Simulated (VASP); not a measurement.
A run of VASP 6.6.1:

INCAR

```
PREC     = Accurate       # precision mode
ENCUT    = 600            # plane-wave cutoff, eV
EDIFF    = 1E-6           # SCF threshold, eV
ISMEAR   = 0              # smearing method
SIGMA    = 0.1            # smearing width, eV
LREAL    = False          # projectors in reciprocal space
LASPH    = True           # aspherical terms in the spheres
NELM     = 100            # most SCF steps
ALGO     = Normal         # electronic algorithm
ISIF     = 3              # what is computed and relaxed
LWAVE    = False          # write WAVECAR
LCHARG   = False          # write CHGCAR
GGA      = PS             # functional
IBRION   = 2              # ionic algorithm
NSW      = 100            # ionic steps
EDIFFG   = -0.01          # ionic threshold
```

File KPOINTS:

```
Automatic mesh
0
Gamma
  24 24 24
```

The input POSCAR:

```
Mo
1.0
   -1.5650827140      1.5650827140      1.5650827140
    1.5650827140     -1.5650827140      1.5650827140
    1.5650827140      1.5650827140     -1.5650827140
Mo
1
Direct
    0.0000000000      0.0000000000      0.0000000000
```

Potentials or basis: VASP PAW PBE potentials, release 64 (Mo_sv).

Run with:

```sh
$ cat potpaw_PBE.64/Mo_sv/POTCAR > POTCAR
$ mpirun -np 1 vasp_std > vasp.out
```

Hardware: 1 thread of Intel Xeon 6975P-C, with other jobs on the host.

Estimate the wall time of this run.

It took 61 s on 1 thread of Intel Xeon 6975P-C (shared host), peak memory 0.22 GiB. Counts: scf iterations 21, k points 413, ion steps 3.
